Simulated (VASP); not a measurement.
CoC (rocksalt type), 2 atoms in the cell. Symmetry: Fm-3m, No. 225, cubic system. Conventional cell: a = 3.777 Å, b = 3.777 Å, c = 3.777 Å, α = 90.00°, β = 90.00°, γ = 90.00°. Within 2.5 Å of Co (site symmetry m-3m) lie 6 C at 1.89 Å. Within 2.5 Å of C (site symmetry m-3m) lie 6 Co at 1.89 Å. 

| Property | Result |
| --- | --- |
| Program | VASP 6.6.1 |
| Task | single point |
| Functional | PBE |
| Potentials or basis | VASP PAW PBE potentials, release 64 (Co, C) |
| Cutoff | 520 eV |
| k mesh | 17 × 17 × 17 |
| Occupations | fermi-dirac, width 0.05 eV |
| Spin | collinear spin, ferromagnetic start |
| Starting moments | [1.7, 0.0] μB |
| Dipole correction | no |
| Further INCAR settings | ALGO = Normal; EDIFF = 1e-06; NBANDS = 18 |

Potentials or basis: VASP PAW PBE potentials, release 64 (Co, C).

Run with:

```console
$ cat potpaw_PBE.64/Co/POTCAR potpaw_PBE.64/C/POTCAR > POTCAR
$ mpirun -np 1 vasp_std > vasp.out
```

Hardware: 1 thread of Intel Xeon 8259CL, with other jobs on the host.

Estimate the wall time of this run.

Wall time 2.4 min on 1 thread of Intel Xeon 8259CL (shared host), peak memory 0.18 GiB. Counts: scf iterations 14, k points 165.
